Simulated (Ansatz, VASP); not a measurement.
**One calculation of BiTe, two programs**

```
Bi Te
1.0
     2.49539    1.35679    3.31729
    -2.49539    1.35679    3.31729
     0.00000   -2.71358    3.31729
Bi Te
1 1
Direct
  0.50000 0.50000 0.50000
  0.00000 0.00000 0.00000
```

Change from the starting cell: strain +0.0300 x Voigt [1, -1, 0, 0, 0, 0], atoms carried along.

Alike in both runs: task single point; functional PBEsol; k mesh 12 × 12 × 12; occupations gaussian, width 0.15 eV; no spin polarisation.

```csv
,VASP,Ansatz
version,VASP 6.6.1,Ansatz 0.2.0
potentials or method,"VASP PAW PBE potentials, release 64 (Bi_d, Te), cutoff 520 eV","scalar-relativistic, plane waves, PAW"
valence electrons in the cell,21,31
```

|  | VASP | Ansatz | Ansatz less VASP |
| --- | --- | --- | --- |
| gap on the k mesh at the Fermi level (eV) | none | none | - |
| pressure (GPa) | -2.4 | -2.4 | +0.02 |
| traceless stress, the component that is largest in VASP (GPa) | -1.26 | -1.26 | 0.000 |

VASP's potentials were made for PBE, not for PBEsol. A gap of «none» marks a metal or a gap that the smearing closes. VASP's potentials hold 21 valence electrons a cell and Ansatz's 31, so a difference there can come from the potentials and not from the codes.

Spin-orbit coupling is off throughout.
